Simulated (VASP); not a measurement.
# GaP (F-43m) in VASP: notebook, part 2 of 2

VASP 6.6.1.

## (3) Single point, PBE

Contents of INCAR:

```
SYSTEM = GaP
ALGO     = Normal         ! electronic algorithm
EDIFF    = 1E-7           ! SCF threshold, eV
ENCUT    = 520            ! plane-wave cutoff, eV
GGA      = PE             ! functional
ISIF     = 2              ! what is computed and relaxed
ISMEAR   = 0              ! smearing method
LASPH    = .TRUE.         ! aspherical terms in the spheres
LCHARG   = .FALSE.        ! write CHGCAR
LREAL    = .FALSE.        ! projectors in reciprocal space
LWAVE    = .FALSE.        ! write WAVECAR
NBANDS   = 16             ! bands
NELM     = 80             ! most SCF steps
PREC     = Accurate       ! precision mode
SIGMA    = 0.1            ! smearing width, eV
```

Contents of KPOINTS:

```
k-points
0
G
  7 7 7
  0 0 0
```

Contents of POSCAR:

```
GaP
1.0
    0.0000000000      2.7252500000      2.7252500000
    2.7252500000      0.0000000000      2.7252500000
    2.7252500000      2.7252500000      0.0000000000
Ga P
1 1
Direct
    0.0000000000      0.0000000000      0.0000000000
    0.7500000000      0.7500000000      0.7500000000
```

Potentials or basis: VASP PAW PBE potentials, release 64 (Ga_d, P).

Run with:

```sh
cat potpaw_PBE.64/Ga_d/POTCAR potpaw_PBE.64/P/POTCAR > POTCAR
mpirun -np 1 vasp_std > vasp.out
```

OUTCAR:

```text
SYSTEM = GaP
   EDIFF = 1E-7
   ENCUT = 520
   GGA = PE
   ISIF = 2
   ISMEAR = 0
   LASPH = .TRUE.
   LREAL = .FALSE.
   NELM = 80
   PREC = Accurate

 ion  position               nearest neighbor table
   1  0.000  0.000  0.000-   2 2.36   2 2.36   2 2.36   2 2.36
   2  0.750  0.750  0.750-   1 2.36   1 2.36   1 2.36   1 2.36

  LATTYP: Found a face centered cubic cell.
 ALAT       =     5.4505000000

  Lattice vectors:

 A1 = (   0.0000000000,   2.7252500000,   2.7252500000)
 A2 = (   2.7252500000,   0.0000000000,   2.7252500000)
 A3 = (   2.7252500000,   2.7252500000,   0.0000000000)

Analysis of symmetry for initial positions (statically):
[... 5 lines left out ...]
 face centered cubic supercell.

 Subroutine GETGRP returns: Found 24 space group operations
 (whereof 24 operations were pure point group operations)
 out of a pool of 48 trial point group operations.

The static configuration has the point symmetry T_d .

Analysis of symmetry for dynamics (positions and initial velocities):
[... 5 lines left out ...]
 face centered cubic supercell.

 Subroutine GETGRP returns: Found 24 space group operations
 (whereof 24 operations were pure point group operations)
 out of a pool of 48 trial point group operations.

The dynamic configuration has the point symmetry T_d .

 Subroutine INISYM returns: Found 24 space group operations
 (whereof 24 operations are pure point group operations),
 and found     1 'primitive' translations

----------------------------------------------------------------------------------------

                                     Primitive cell

  volume of cell :      40.4808

  direct lattice vectors                    reciprocal lattice vectors
     0.000000000  2.725250000  2.725250000    -0.183469406  0.183469406  0.183469406
     2.725250000  0.000000000  2.725250000     0.183469406 -0.183469406  0.183469406
     2.725250000  2.725250000  0.000000000     0.183469406  0.183469406 -0.183469406

  length of vectors
     3.854085511  3.854085511  3.854085511     0.317778334  0.317778334  0.317778334

  position of ions in fractional coordinates (direct lattice)
     0.000000000  0.000000000  0.000000000
     0.750000000  0.750000000  0.750000000

  ion indices of the primitive-cell ions
   primitive index   ion index
                 1           1
                 2           2

----------------------------------------------------------------------------------------

 KPOINTS: k-points

Automatic generation of k-mesh.
 Grid dimensions read from file:
 generate k-points for:    7    7    7

 Generating k-lattice:

  Cartesian coordinates                     Fractional coordinates (reciprocal lattice)
    -0.026209915  0.026209915  0.026209915     0.142857143  0.000000000  0.000000000
     0.026209915 -0.026209915  0.026209915     0.000000000  0.142857143  0.000000000
     0.026209915  0.026209915 -0.026209915     0.000000000  0.000000000  0.142857143

  Length of vectors
     0.045396905  0.045396905  0.045396905

  Shift w.r.t. Gamma in fractional coordinates (k-lattice)
     0.000000000  0.000000000  0.000000000

 Subroutine IBZKPT returns following result:
 ===========================================

 Found     20 irreducible k-points:

 Following reciprocal coordinates:
            Coordinates               Weight
  0.000000  0.000000  0.000000      1.000000
  0.142857  0.000000  0.000000      8.000000
  0.285714  0.000000  0.000000      8.000000
  0.428571  0.000000  0.000000      8.000000
  0.142857  0.142857  0.000000      6.000000
  0.285714  0.142857  0.000000     24.000000
[... 12 lines left out ...]
 -0.428571  0.428571  0.142857     24.000000
 -0.285714  0.428571  0.142857     24.000000
   k-points           NKPTS =     20   k-points in BZ     NKDIM =     20   number of bands    NBANDS=     16
   number of dos      NEDOS =    301   number of ions     NIONS =      2
   total plane-waves  NPLWV =  27000
   dimension x,y,z NGX =    30 NGY =   30 NGZ =   30
   dimension x,y,z NGXF=    60 NGYF=   60 NGZF=   60
   ions per type =               1   1
   NGX,Y,Z   is equivalent  to a cutoff of  12.94, 12.94, 12.94 a.u.
   NGXF,Y,Z  is equivalent  to a cutoff of  25.88, 25.88, 25.88 a.u.
 SYSTEM =  GaP
   PREC   = accura    normal or accurate (medium, high low for compatibility)
   ISTART =      0    job   : 0-new  1-cont  2-samecut
   ICHARG =      2    charge: 1-file 2-atom 10-const
   ISPIN  =      1    spin polarized calculation?
   LNONCOLLINEAR =      F non collinear calculations
   LSORBIT =      F    spin-orbit coupling
   LASPH  =      T    aspherical Exc in radial PAW
   ENCUT  =  520.0 eV  38.22 Ry    6.18 a.u.   7.17  7.17  7.17*2*pi/ulx,y,z
   NELM   =     80;   NELMIN=  2; NELMDL= -5     # of ELM steps
   EDIFF  = 0.1E-06   stopping-criterion for ELM
   LREAL  =      F    real-space projection
   EDIFFG = 0.1E-05   stopping-criterion for IOM
   NSW    =      0    number of steps for IOM
   IBRION =     -1    ionic relax: 0-MD 1-quasi-New 2-CG
   NFREE  =      0    steps in history (QN), initial steepest desc. (CG)
   ISIF   =      2    stress and relaxation
   ISYM   =      2    0-nonsym 1-usesym 2-fastsym
   POTIM  = 0.5000    time-step for ionic-motion
   TEBEG  =    0.0;   TEEND  =   0.0 temperature during run
   PSTRESS=    0.0 pullay stress
   NELECT =      18.0000    total number of electrons
   NUPDOWN=      -1.0000    fix difference up-down
   EMIN   =  10.00;   EMAX   =-10.00  energy-range for DOS
   EFERMI =   0.00;   METHOD = LEGACY
   ISMEAR =     0;   SIGMA  =   0.10  broadening in eV -4-tet -1-fermi 0-gaus
   EFERMI_NEDOS =   21; number of points for ismear=-14 and -15
   IALGO  =     38    algorithm
   IMIX   =      4    mixing-type and parameters
     AMIX     =   0.40;   BMIX     =  1.00
     AMIX_MAG =   1.60;   BMIX_MAG =  1.00
  volume/ion in A,a.u.               =      20.24       136.59
  Fermi-wavevector in a.u.,A,eV,Ry     =   1.249538  2.361284 21.243377  1.561344
  Thomas-Fermi vector in A             =   2.383574
   LORBIT       =      0    0 simple, 1 ext, 2 COOP (PROOUT), +10 PAW based schemes
   GGA     = PE    functional components
   LHFCALC =     F    Hartree Fock is set to
   AEXX    =    0.0000 exact exchange contribution
   IVDW    =     0    specifies the selected vdW correction
   LEPSILON=     F    determine dielectric tensor
   LRPA    =     F    only Hartree local field effects (RPA)
 non-spin polarized calculation
 Gauss-broadening in eV      SIGMA  =   0.10
  energy-cutoff  :      520.00
  volume of cell :       40.48
 maximum number of plane-waves:      1102
 NGX is ok and might be reduce to    30
   NGX = 15   NGY = 15   NGZ = 15

 number of electron      17.9999989 magnetization

 Free energy of the ion-electron system (eV)
  ---------------------------------------------------
  ext. energy  EPLUGINS =         0.00000000
  ---------------------------------------------------
  free energy    TOTEN  =        -9.11244095 eV

  energy without entropy =       -9.11244095  energy(sigma->0) =       -9.11244095

 E-fermi :   5.0861     XC(G=0):  -9.8319

 val. band max:        4.6544659739   @ k =   0.0000   0.0000   0.0000
 cond. band min:       6.2447199756   @ k =   0.4286   0.4286   0.0000
 fundamental gap:      1.5902540016
 Fermi energy:         5.0861140181

 k-point     1 :       0.0000    0.0000    0.0000
  band No.  band energies     occupation
      1      -9.8990      2.00000
      2      -9.8990      2.00000
      3      -9.8990      2.00000
      4      -9.7994      2.00000
      5      -9.7994      2.00000
      6      -7.8377      2.00000
[... 8 lines left out ...]
     15      14.4407      0.00000
     16      14.4407      0.00000

 k-point     2 :       0.1429    0.0000    0.0000
  band No.  band energies     occupation
      1      -9.9165      2.00000
      2      -9.8931      2.00000
      3      -9.8931      2.00000
      4      -9.7994      2.00000
      5      -9.7994      2.00000
      6      -7.5743      2.00000
[... 8 lines left out ...]
     15      13.7219      0.00000
     16      14.5379      0.00000
[... 311 lines left out ...]
      5      -9.7847      2.00000
      6      -5.0764      2.00000
[... 8 lines left out ...]
     15      16.9599      0.00000
     16      18.1109      0.00000

 k-point    20 :      -0.2857    0.4286    0.1429
  band No.  band energies     occupation
      1      -9.9963      2.00000
      2      -9.8606      2.00000
      3      -9.8416      2.00000
      4      -9.8142      2.00000
      5      -9.7905      2.00000
      6      -4.8894      2.00000
[... 8 lines left out ...]
     15      16.1621      0.00000
     16      18.6914      0.00000

------------------------ aborting loop because EDIFF is reached ----------------------------------------

  FORCE on cell =-STRESS in cart. coord.  units (eV):
  Direction    XX          YY          ZZ          XY          YZ          ZX
  --------------------------------------------------------------------------------------
  -------------------------------------------------------------------------------------
  Total        0.6279658      0.6279658      0.6279658      0.0000000      0.0000000     -0.0000000
  in kB       24.8540693     24.8540693     24.8540693      0.0000000      0.0000000     -0.0000000
  external PRESSURE =      24.8540693 kB  Pullay stress =       0.0000000 kB

 VOLUME and BASIS-vectors are now :
 -----------------------------------------------------------------------------
  energy-cutoff  :      520.00
  volume of cell :       40.48
      direct lattice vectors                 reciprocal lattice vectors
     0.000000000  2.725250000  2.725250000    -0.183469406  0.183469406  0.183469406
     2.725250000  0.000000000  2.725250000     0.183469406 -0.183469406  0.183469406
     2.725250000  2.725250000  0.000000000     0.183469406  0.183469406 -0.183469406

 POSITION                                       TOTAL-FORCE (eV/Angst)
 -----------------------------------------------------------------------------------
      0.00000      0.00000      0.00000        -0.000000      0.000000      0.000000
      4.08788      4.08788      4.08788         0.000000     -0.000000     -0.000000
 -----------------------------------------------------------------------------------
    total drift:                               -0.000002     -0.000002     -0.000002

  FREE ENERGIE OF THE ION-ELECTRON SYSTEM (eV)
  ---------------------------------------------------
  free  energy   TOTEN  =        -9.1124409481 eV

  energy  without entropy=       -9.1124409481  energy(sigma->0) =       -9.11244095
```

Wall time 9.2 s (1 thread of Intel Xeon 6975P-C (Granite Rapids), shared host); peak memory 0.16 GiB.

Results:

* Free energy: -9.1124 eV
* Pressure: 2.5 GPa
* Band gap on the k mesh: 1.59 eV, indirect (least direct gap 1.83 eV)

## (4) Single point, PBE, non-collinear spin, zero start, spin-orbit coupling

Contents of INCAR:

```
PREC = Accurate
ENCUT = 520
EDIFF = 1E-6
ISMEAR = -1
SIGMA = 0.05
LREAL = F
LASPH = T
NELM = 150
ALGO = Normal
ISIF = 2
LWAVE = F
LCHARG = F
MAGMOM = 0 0 0 0 0 0
LORBIT = 11
LSORBIT = T
GGA_COMPAT = F
LORBMOM = T
GGA = PE
NBANDS = 30
```

Contents of KPOINTS:

```
Automatic mesh
0
Gamma
  7 7 7
```

POSCAR is that of step 3.

Potentials or basis: VASP PAW PBE potentials, release 64 (Ga_d, P).

Run with:

```sh
cat potpaw_PBE.64/Ga_d/POTCAR potpaw_PBE.64/P/POTCAR > POTCAR
mpirun -np 1 vasp_ncl > vasp.out
```

OUTCAR:

```text
PREC = Accurate
   ENCUT = 520
   EDIFF = 1E-6
   ISMEAR = -1
   LREAL = F
   LASPH = T
   NELM = 150
   ISIF = 2
   LORBIT = 11
   LSORBIT = T
   GGA = PE

 ion  position               nearest neighbor table
   1  0.000  0.000  0.000-   2 2.36   2 2.36   2 2.36   2 2.36
   2  0.750  0.750  0.750-   1 2.36   1 2.36   1 2.36   1 2.36

  LATTYP: Found a face centered cubic cell.
 ALAT       =     5.4505000000

  Lattice vectors:

 A1 = (   0.0000000000,   2.7252500000,   2.7252500000)
[... 1084 lines left out ...]
     0.0000000     0.0000000     0.0000000     0.0000000     0.0000000
     0.0000000     0.0000000     0.0000000     0.0000000     0.0000000
     0.0000000     0.0000000     0.0000000     0.0000000     0.0000000
 l=   3
     0.0000000     0.0000000     0.0000000     0.0000000     0.0000000     0.0000000     0.0000000
     0.0000000     0.0000000     0.0000000     0.0000000     0.0000000     0.0000000     0.0000000
     0.0000000     0.0000000     0.0000000     0.0000000     0.0000000     0.0000000     0.0000000
     0.0000000     0.0000000     0.0000000     0.0000000     0.0000000     0.0000000     0.0000000
     0.0000000     0.0000000     0.0000000     0.0000000     0.0000000     0.0000000     0.0000000
     0.0000000     0.0000000     0.0000000     0.0000000     0.0000000     0.0000000     0.0000000
     0.0000000     0.0000000     0.0000000     0.0000000     0.0000000     0.0000000     0.0000000

 total charge

# of ion       s       p       d       tot
------------------------------------------
    1        0.860   0.849  10.012  11.722
    2        1.020   1.526   0.000   2.546
--------------------------------------------------
tot          1.880   2.375  10.012  14.268

 magnetization (x)

# of ion       s       p       d       tot
------------------------------------------
    1        0.000   0.000   0.000   0.000
    2        0.000   0.000   0.000   0.000
--------------------------------------------------
tot          0.000   0.000   0.000   0.000

 magnetization (y)

# of ion       s       p       d       tot
------------------------------------------
    1        0.000   0.000   0.000   0.000
    2       -0.000  -0.000   0.000  -0.000
--------------------------------------------------
tot         -0.000  -0.000   0.000  -0.000

 magnetization (z)

# of ion       s       p       d       tot
------------------------------------------
    1        0.000   0.000  -0.000   0.000
    2        0.000   0.000   0.000   0.000
--------------------------------------------------
tot          0.000   0.000  -0.000   0.000
```

OSZICAR:

```text
N       E                     dE             d eps       ncg     rms          rms(c)
DAV:   1     0.131379186622E+03    0.13138E+03   -0.83076E+03  2028   0.176E+03
DAV:   2     0.822566625555E+01   -0.12315E+03   -0.11614E+03  1892   0.453E+02
DAV:   3    -0.876466514454E+01   -0.16990E+02   -0.16729E+02  2154   0.117E+02
DAV:   4    -0.937437104646E+01   -0.60971E+00   -0.60834E+00  2184   0.236E+01
DAV:   5    -0.938827363499E+01   -0.13903E-01   -0.13900E-01  2184   0.338E+00    0.429E+00
DAV:   6    -0.914256950857E+01    0.24570E+00   -0.32591E-01  2682   0.113E+01    0.263E+00
DAV:   7    -0.911775065805E+01    0.24819E-01   -0.14816E-01  2090   0.269E+00    0.118E+00
DAV:   8    -0.911863010346E+01   -0.87945E-03   -0.24060E-02  2308   0.257E+00    0.248E-01
DAV:   9    -0.911847481982E+01    0.15528E-03   -0.27743E-03  2520   0.111E+00    0.135E-01
DAV:  10    -0.911858768973E+01   -0.11287E-03   -0.44822E-04  2718   0.256E-01    0.338E-02
DAV:  11    -0.911866373031E+01   -0.76041E-04   -0.12129E-04  2072   0.161E-01    0.141E-02
DAV:  12    -0.911868366386E+01   -0.19934E-04   -0.37589E-05  2012   0.501E-02    0.862E-03
DAV:  13    -0.911868377886E+01   -0.11500E-06   -0.14103E-06  2118   0.103E-02
   1 F= -.91186838E+01 E0= -.91186838E+01  d E =-.620777E-08  mag=    -0.0000     0.0000    -0.0000
```

stdout:

```text
POSCAR found type information on POSCAR GaP
 POSCAR found :  2 types and       2 ions
 scaLAPACK will be used
 LDA part: xc-table for (Slater+PW92), standard interpolation
 POSCAR, INCAR and KPOINTS ok, starting setup
 FFT: planning ... GRIDC
 FFT: planning ... GRID_SOFT
 FFT: planning ... GRID
 WAVECAR not read
 entering main loop
```

It took 51 s on 1 thread of Intel Xeon 6975P-C (Granite Rapids), shared host; peak memory 0.29 GiB.

Results:

```
Free energy                                           : -9.1187 eV
Pressure                                              : 2.4 GPa
Net moment                                            : 0.00 μB per cell
Valence electrons inside the program's atomic spheres : Ga 11.72; P 2.55
```

Moments on the atoms (μB; x, y, z):
```
Ga  0.00 0.00 0.00
P   0.00 0.00 0.00
```

## (5) Comparison with measurements

Step 2. Measured gap of GaP: 2.34 eV (indirect; 10 K; quoted in “Stacking defects in GaP nanowires: Electronic structure and optical properties”, 2018, arxiv:1810.01194). This calculation gives 1.59 eV (-0.75 eV). Spin-orbit coupling on Ga is left out. The value is that of PBE on a finite k mesh, which can miss the band edges, without temperature or zero-point motion. Semilocal functionals fall short of measured gaps as a rule.

Step 3. Measured gap of GaP: 2.34 eV (indirect; 10 K; quoted in “Stacking defects in GaP nanowires: Electronic structure and optical properties”, 2018, arxiv:1810.01194). This calculation gives 1.59 eV (-0.75 eV). Spin-orbit coupling on Ga is left out. The value is that of PBE on a finite k mesh, which can miss the band edges, without temperature or zero-point motion. Semilocal functionals fall short of measured gaps as a rule.
